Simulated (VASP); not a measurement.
# GaO3 (P-3m1) in VASP: notebook

GaO3 is run at these levels: PBE; tasks: single point, relaxation of cell and atoms.

Everything below comes from runs of VASP 6.6.1. Logs are shortened: lines on timing, memory, paths and dates and some standing lists are left out, and cuts for length are marked.

## (1) The cell of the first run

Symmetry: P-3m1, No. 164, trigonal system. Conventional cell: a = 3.061 Å, b = 3.061 Å, c = 5.415 Å, α = 90.00°, β = 90.00°, γ = 120.00°. Within 2.8 Å of Ga (site symmetry -3m) lie 8 O at 2.01 to 2.71 Å. O (site symmetry 3m) has 3 Ga at 2.01 Å and 6 O at 2.48 to 2.62 Å within 2.7 Å. O (site symmetry -3m) has 12 O at 2.48 to 3.06 Å and 2 Ga at 2.71 Å within 3.3 Å.

The cell was built from a structure type or drawn by symmetry, and may not be a known phase.

## (2) Single point, PBE, collinear spin, ferromagnetic start

INCAR

```
SYSTEM = GaO3
PREC = Accurate
ENCUT = 520
EDIFF = 1E-6
ISMEAR = 0
SIGMA = 0.1
LREAL = .FALSE.
LASPH = .TRUE.
NELM = 150
ALGO = Normal
ISIF = 2
LWAVE = .FALSE.
LCHARG = .TRUE.
ISPIN = 2
MAGMOM = 0 1 1 1
LORBIT = 11
GGA = PE
LELF = .TRUE.
LVHAR = .TRUE.
NBANDS = 28
```

KPOINTS

```
regular mesh
0
G
  6 6 4
  0 0 0
```

POSCAR

```
GaO3
1.0
    3.0607300659     -0.0000000027      0.0000000000
   -1.5303650306      2.6506699925      0.0000000000
    0.0000000000      0.0000000000      5.4146992354
Ga O
1 3
Direct
    0.0000000000      0.0000000000      0.5000000000
    0.3333333333      0.6666666667      0.6781281442
    0.6666666667      0.3333333333      0.3218718558
    0.0000000000      0.0000000000      0.0000000000
```

Potentials or basis: VASP PAW PBE potentials, release 64 (Ga_d, O).

On the command line:

```bash
$ cat potpaw_PBE.64/Ga_d/POTCAR potpaw_PBE.64/O/POTCAR > POTCAR
$ mpirun -np 1 vasp_std > vasp.out
```

OUTCAR:

```text
SYSTEM = GaO3
   PREC = Accurate
   ENCUT = 520
   EDIFF = 1E-6
   ISMEAR = 0
   LREAL = .FALSE.
   LASPH = .TRUE.
   NELM = 150
   ISIF = 2
   ISPIN = 2
   LORBIT = 11
   GGA = PE

 ion  position               nearest neighbor table
   1  0.000  0.000  0.500-   2 2.01   3 2.01   2 2.01   3 2.01   3 2.01   2 2.01
   2  0.333  0.667  0.678-   1 2.01   1 2.01   1 2.01
   3  0.667  0.333  0.322-   1 2.01   1 2.01   1 2.01
   4  0.000  0.000  0.000-

  LATTYP: Found a hexagonal cell.
 ALAT       =     3.0607300659
 C/A-ratio  =     1.7690874787

  Lattice vectors:

 A1 = (   3.0607300659,  -0.0000000027,   0.0000000000)
 A2 = (  -1.5303650306,   2.6506699925,   0.0000000000)
 A3 = (   0.0000000000,   0.0000000000,   5.4146992354)

Analysis of symmetry for initial positions (statically):
=====================================================================
 Subroutine PRICEL returns:
 Original cell was already a primitive cell.

 Routine SETGRP: Setting up the symmetry group for a
 hexagonal supercell.

 Subroutine GETGRP returns: Found 12 space group operations
 (whereof 12 operations were pure point group operations)
 out of a pool of 24 trial point group operations.

The static configuration has the point symmetry D_3d.

Analysis of symmetry for dynamics (positions and initial velocities):
=====================================================================
 Subroutine PRICEL returns:
 Original cell was already a primitive cell.

 Routine SETGRP: Setting up the symmetry group for a
 hexagonal supercell.

 Subroutine GETGRP returns: Found 12 space group operations
 (whereof 12 operations were pure point group operations)
 out of a pool of 24 trial point group operations.

The dynamic configuration has the point symmetry D_3d.

Analysis of structural, dynamic, and magnetic symmetry:
=====================================================================
 Subroutine PRICEL returns:
 Original cell was already a primitive cell.

 Routine SETGRP: Setting up the symmetry group for a
 hexagonal supercell.

 Subroutine GETGRP returns: Found 12 space group operations
 (whereof 12 operations were pure point group operations)
 out of a pool of 24 trial point group operations.

The overall configuration has the point symmetry D_3d.

 Subroutine INISYM returns: Found 12 space group operations
 (whereof 12 operations are pure point group operations),
 and found     1 'primitive' translations

----------------------------------------------------------------------------------------

                                     Primitive cell

  volume of cell :      43.9294

  direct lattice vectors                    reciprocal lattice vectors
     3.060730066 -0.000000003  0.000000000     0.326719436  0.188631554  0.000000000
    -1.530365031  2.650669993  0.000000000     0.000000000  0.377263108  0.000000000
     0.000000000  0.000000000  5.414699235     0.000000000  0.000000000  0.184682465

  length of vectors
     3.060730066  3.060730066  5.414699235     0.377263108  0.377263108  0.184682465

  position of ions in fractional coordinates (direct lattice)
     0.000000000  0.000000000  0.500000000
     0.333333333  0.666666667  0.678128144
     0.666666667  0.333333333  0.321871856
     0.000000000  0.000000000  0.000000000

  ion indices of the primitive-cell ions
   primitive index   ion index
                 1           1
                 2           2
                 3           3
                 4           4

----------------------------------------------------------------------------------------

 KPOINTS: regular mesh

Automatic generation of k-mesh.
 Grid dimensions read from file:
 generate k-points for:    6    6    4

 Generating k-lattice:

  Cartesian coordinates                     Fractional coordinates (reciprocal lattice)
     0.054453239  0.031438592  0.000000000     0.166666667 -0.000000000  0.000000000
     0.000000000  0.062877185  0.000000000     0.000000000  0.166666667  0.000000000
     0.000000000  0.000000000  0.046170616     0.000000000  0.000000000  0.250000000

  Length of vectors
     0.062877185  0.062877185  0.046170616

  Shift w.r.t. Gamma in fractional coordinates (k-lattice)
     0.000000000  0.000000000  0.000000000

 Subroutine IBZKPT returns following result:
 ===========================================

 Found     24 irreducible k-points:

 Following reciprocal coordinates:
            Coordinates               Weight
  0.000000  0.000000  0.000000      1.000000
  0.166667  0.000000  0.000000      6.000000
  0.333333  0.000000  0.000000      6.000000
  0.500000  0.000000  0.000000      3.000000
  0.166667  0.166667  0.000000      6.000000
  0.333333  0.166667  0.000000     12.000000
[... 16 lines left out ...]
  0.333333  0.166667  0.500000     12.000000
  0.333333  0.333333  0.500000      2.000000
   k-points           NKPTS =     24   k-points in BZ     NKDIM =     24   number of bands    NBANDS=     28
   number of dos      NEDOS =    301   number of ions     NIONS =      4
   total plane-waves  NPLWV =  23040
   dimension x,y,z NGX =    24 NGY =   24 NGZ =   40
   dimension x,y,z NGXF=    48 NGYF=   48 NGZF=   80
   ions per type =               1   3
   NGX,Y,Z   is equivalent  to a cutoff of  13.04, 13.04, 12.28 a.u.
   NGXF,Y,Z  is equivalent  to a cutoff of  26.07, 26.07, 24.56 a.u.
 SYSTEM =  GaO3
   PREC   = accura    normal or accurate (medium, high low for compatibility)
   ISTART =      0    job   : 0-new  1-cont  2-samecut
   ICHARG =      2    charge: 1-file 2-atom 10-const
   ISPIN  =      2    spin polarized calculation?
   LNONCOLLINEAR =      F non collinear calculations
   LSORBIT =      F    spin-orbit coupling
   LASPH  =      T    aspherical Exc in radial PAW
   ENCUT  =  520.0 eV  38.22 Ry    6.18 a.u.   5.69  5.69 10.07*2*pi/ulx,y,z
   NELM   =    150;   NELMIN=  2; NELMDL= -5     # of ELM steps
   EDIFF  = 0.1E-05   stopping-criterion for ELM
   LREAL  =      F    real-space projection
   EDIFFG = 0.1E-04   stopping-criterion for IOM
   NSW    =      0    number of steps for IOM
   IBRION =     -1    ionic relax: 0-MD 1-quasi-New 2-CG
   NFREE  =      0    steps in history (QN), initial steepest desc. (CG)
   ISIF   =      2    stress and relaxation
   ISYM   =      2    0-nonsym 1-usesym 2-fastsym
   POTIM  = 0.5000    time-step for ionic-motion
   TEBEG  =    0.0;   TEEND  =   0.0 temperature during run
   PSTRESS=    0.0 pullay stress
   NELECT =      31.0000    total number of electrons
   NUPDOWN=      -1.0000    fix difference up-down
   EMIN   =  10.00;   EMAX   =-10.00  energy-range for DOS
   EFERMI =   0.00;   METHOD = LEGACY
   ISMEAR =     0;   SIGMA  =   0.10  broadening in eV -4-tet -1-fermi 0-gaus
   EFERMI_NEDOS =   21; number of points for ismear=-14 and -15
   IALGO  =     38    algorithm
   IMIX   =      4    mixing-type and parameters
     AMIX     =   0.40;   BMIX     =  1.00
     AMIX_MAG =   1.60;   BMIX_MAG =  1.00
  volume/ion in A,a.u.               =      10.98        74.11
  Fermi-wavevector in a.u.,A,eV,Ry     =   1.457506  2.754287 28.903184  2.124324
  Thomas-Fermi vector in A             =   2.574300
   LORBIT       =     11    0 simple, 1 ext, 2 COOP (PROOUT), +10 PAW based schemes
   GGA     = PE    functional components
   LHFCALC =     F    Hartree Fock is set to
   AEXX    =    0.0000 exact exchange contribution
   IVDW    =     0    specifies the selected vdW correction
   LEPSILON=     F    determine dielectric tensor
   LRPA    =     F    only Hartree local field effects (RPA)
 spin polarized calculation
 Gauss-broadening in eV      SIGMA  =   0.10
  energy-cutoff  :      520.00
  volume of cell :       43.93
 maximum number of plane-waves:      1194
 NGX is ok and might be reduce to    24
   NGX = 11   NGY = 11   NGZ = 21

 number of electron      31.0000004 magnetization       2.9992696

 Free energy of the ion-electron system (eV)
  ---------------------------------------------------
  ext. energy  EPLUGINS =         0.00000000
  ---------------------------------------------------
  free energy    TOTEN  =       -18.54240836 eV

  energy without entropy =      -18.54108709  energy(sigma->0) =      -18.54174773

 E-fermi :   1.7414     XC(G=0): -10.8499

 val. band max:        1.7116703307   @ k =   0.0000   0.0000   0.5000
 cond. band min:       1.7538870810   @ k =   0.5000   0.0000   0.0000
 fundamental gap:      0.0422167503
 Fermi energy:         1.7413524499

 spin component 1

 k-point     1 :       0.0000    0.0000    0.0000
  band No.  band energies     occupation
      1     -17.7679      1.00000
      2     -16.2356      1.00000
      3     -15.1960      1.00000
      4     -11.2196      1.00000
      5     -11.2196      1.00000
      6     -10.9932      1.00000
[... 19 lines left out ...]
     26      22.0971      0.00000
     27      22.7987      0.00000
[... 666 lines left out ...]
      4     -10.9867      1.00000
      5     -10.9867      1.00000
      6     -10.9102      1.00000
[... 19 lines left out ...]
     26      20.8406      0.00000
     27      22.9102      0.00000
 Fermi energy:         1.7413524499

 spin component 2

 k-point     1 :       0.0000    0.0000    0.0000
  band No.  band energies     occupation
      1     -16.7042      1.00000
      2     -14.3835      1.00000
      3     -13.3419      1.00000
      4     -11.1855      1.00000
      5     -11.1855      1.00000
      6     -10.9203      1.00000
[... 19 lines left out ...]
     26      22.2996      0.00000
     27      23.3319      0.00000
[... 666 lines left out ...]
      4     -10.9792      1.00000
      5     -10.9792      1.00000
      6     -10.9077      1.00000
[... 19 lines left out ...]
     26      21.2027      0.00000
     27      23.4800      0.00000
 [bands above 27 left out]

------------------------ aborting loop because EDIFF is reached ----------------------------------------

  FORCE on cell =-STRESS in cart. coord.  units (eV):
  Direction    XX          YY          ZZ          XY          YZ          ZX
  --------------------------------------------------------------------------------------
  -------------------------------------------------------------------------------------
  Total        0.1694655      0.1694655      0.0593276      0.0000000     -0.0000000      0.0000000
  in kB        6.1806888      6.1806888      2.1637748      0.0000000     -0.0000000      0.0000000
  external PRESSURE =       4.8417174 kB  Pullay stress =       0.0000000 kB

 VOLUME and BASIS-vectors are now :
 -----------------------------------------------------------------------------
  energy-cutoff  :      520.00
  volume of cell :       43.93
      direct lattice vectors                 reciprocal lattice vectors
     3.060730066 -0.000000003  0.000000000     0.326719436  0.188631554  0.000000000
    -1.530365031  2.650669993  0.000000000     0.000000000  0.377263108  0.000000000
     0.000000000  0.000000000  5.414699235     0.000000000  0.000000000  0.184682465

 POSITION                                       TOTAL-FORCE (eV/Angst)
 -----------------------------------------------------------------------------------
      0.00000      0.00000      2.70735         0.000000      0.000000      0.000000
      0.00000      1.76711      3.67186         0.000000     -0.000000      0.061127
      1.53037      0.88356      1.74284        -0.000000      0.000000     -0.061127
      0.00000      0.00000      0.00000         0.000000      0.000000      0.000000
 -----------------------------------------------------------------------------------
    total drift:                                0.000000     -0.000000     -0.000000

  FREE ENERGIE OF THE ION-ELECTRON SYSTEM (eV)
  ---------------------------------------------------
  free  energy   TOTEN  =       -18.5424083640 eV

  energy  without entropy=      -18.5410870866  energy(sigma->0) =      -18.54174773

 total charge

# of ion       s       p       d       tot
------------------------------------------
    1        0.677   0.703  10.216  11.596
    2        1.586   3.341   0.000   4.927
    3        1.586   3.341   0.000   4.927
    4        1.640   2.897   0.000   4.538
--------------------------------------------------
tot          5.489  10.283  10.216  25.988

 magnetization (x)

# of ion       s       p       d       tot
------------------------------------------
    1       -0.017  -0.008   0.024  -0.000
    2        0.012   0.445   0.000   0.456
    3        0.012   0.445   0.000   0.456
    4        0.016   1.652   0.000   1.668
--------------------------------------------------
tot          0.023   2.534   0.024   2.580
```

It took 1.8 min on 1 thread of Intel Xeon 8259CL, shared host; peak memory 0.2 GiB.

Results:

```yaml
Free_energy: -18.5424 eV
Pressure: 0.5 GPa
Largest_force: 0.061 eV/Å
Band_gap_on_the_k_mesh: zero (filled and empty bands overlap)
Net_moment: 3.00 μB per cell
Site_moments: Ga -0.00; O +0.46, +1.67 (each value once) μB
Valence_electrons_inside_the_program's_atomic_spheres: Ga 11.60; O 4.93, 4.54 (each value once)
```

Forces on the atoms (eV/Å):
```
Ga   0.000  0.000  0.000
O    0.000  0.000  0.061
O    0.000  0.000 -0.061
O    0.000  0.000  0.000
```

Levels at points of the mesh, in eV from the Fermi level:
Spin up:
```
           k point  band 14  band 15  band 16  band 17  band 18  band 19  band 20  band 21
(0.00, 0.00, 0.00)    -1.27    -1.26    -1.26    -0.41     4.24     7.90    12.32    12.94
(0.50, 0.00, 0.00)    -2.30    -1.15    -1.06    -0.90     6.46     9.82    12.67    12.76
(0.00, 0.00, 0.50)    -1.44    -1.28    -1.13    -1.13     4.97     7.34    12.40    12.82
(0.50, 0.00, 0.50)    -2.86    -2.00    -0.62    -0.44     6.64     9.39    12.39    13.39
```
Spin down:
```
           k point  band 12  band 13  band 14  band 15  band 16  band 17
(0.00, 0.00, 0.00)    -0.94    -0.66    -0.66     1.02     1.02     1.62
(0.50, 0.00, 0.00)    -2.50    -0.29     0.01     0.22     0.71     1.00
(0.00, 0.00, 0.50)    -0.74    -0.74    -0.33    -0.03     0.99     0.99
(0.50, 0.00, 0.50)    -1.83    -1.03    -0.79     0.03     1.10     1.54
```

Caveat: the k points lie up to 0.40 Å⁻¹ apart.

## (3) Single point, PBE, collinear spin, ferromagnetic start

This run uses another cell than the first one, of 13.05 Å³/atom.

INCAR

```
  PREC = Accurate
  ENCUT = 520
  EDIFF = 1E-7
  ISMEAR = 0
  SIGMA = 0.1
  LREAL = F
  LASPH = T
  NELM = 150
  ALGO = Normal
  ISIF = 2
  LWAVE = F
  LCHARG = T
  ISPIN = 2
  MAGMOM = 0 1 1 1
  LORBIT = 11
  GGA = PE
  LELF = T
  LVHAR = T
  NBANDS = 28
```

KPOINTS

```
Automatic mesh
0
Gamma
  6 6 4
```

POSCAR

```
GaO3
1.0
    3.3066590700      0.0000000000      0.0000000000
   -1.6533295300      2.8636507500      0.0000000000
    0.0000000000      0.0000000000      5.5117628100
Ga O
1 3
Direct
    0.0000000000      0.0000000000      0.5000000000
    0.3333333300      0.6666666700      0.6266448500
    0.6666666700      0.3333333300      0.3733551500
    0.0000000000      0.0000000000      0.0000000000
```

Potentials or basis: VASP PAW PBE potentials, release 64 (Ga_d, O).

On the command line:

```bash
$ cat potpaw_PBE.64/Ga_d/POTCAR potpaw_PBE.64/O/POTCAR > POTCAR
$ mpirun -np 1 vasp_std > vasp.out
```

It took 2.8 min on 1 thread of Intel Xeon 8259CL, shared host; peak memory 0.23 GiB.

Results (log left out):

```
Free energy                                           : -17.8524 eV
Pressure                                              : -3.4 GPa
Largest force                                         : 1.742 eV/Å
Band gap on the k mesh                                : zero (filled and empty bands overlap)
Net moment                                            : 3.00 μB per cell
Site moments                                          : Ga -0.03; O +0.53, +1.50 (each value once) μB
Valence electrons inside the program's atomic spheres : Ga 11.48; O 4.90, 4.57 (each value once)
```

Forces on the atoms (eV/Å):
```
Ga   0.000  0.000  0.000
O    0.000  0.000  1.742
O    0.000  0.000 -1.742
O    0.000  0.000  0.000
```

Stress tensor (GPa, compression positive):
```
-5.11  0.00  0.00
 0.00 -5.11  0.00
 0.00  0.00 -0.06
```

Levels at points of the mesh, in eV from the Fermi level:
Spin up:
```csv
k point,band 14,band 15,band 16,band 17,band 18,band 19,band 20,band 21
"(0.00, 0.00, 0.00)",-2.30,-1.82,-1.82,-1.12,2.81,7.64,9.97,11.53
"(0.50, 0.00, 0.00)",-2.44,-1.53,-0.88,-0.81,5.82,9.12,10.87,11.16
"(0.00, 0.00, 0.50)",-2.19,-2.05,-1.93,-1.93,3.59,6.85,10.57,11.43
"(0.50, 0.00, 0.50)",-2.64,-1.27,-1.03,-0.71,6.01,8.29,10.76,11.93
```
Spin down:
```
           k point  band 12  band 13  band 14  band 15  band 16  band 17
(0.00, 0.00, 0.00)    -1.66    -1.32    -1.32     0.86     0.86     0.86
(0.50, 0.00, 0.00)    -1.27    -0.22    -0.16    -0.10     0.61     0.84
(0.00, 0.00, 0.50)    -1.29    -1.29    -0.82    -0.73     0.83     0.83
(0.50, 0.00, 0.50)    -1.36    -0.34    -0.20    -0.07     0.82     0.92
```

Caveat: the k points lie up to 0.37 Å⁻¹ apart, too coarse for converged energies and pressures of a metal; forces of over 1 eV/Å act on the atoms, so gaps and moduli don't describe the material at rest.

(Part 1 of 2 ends here.)
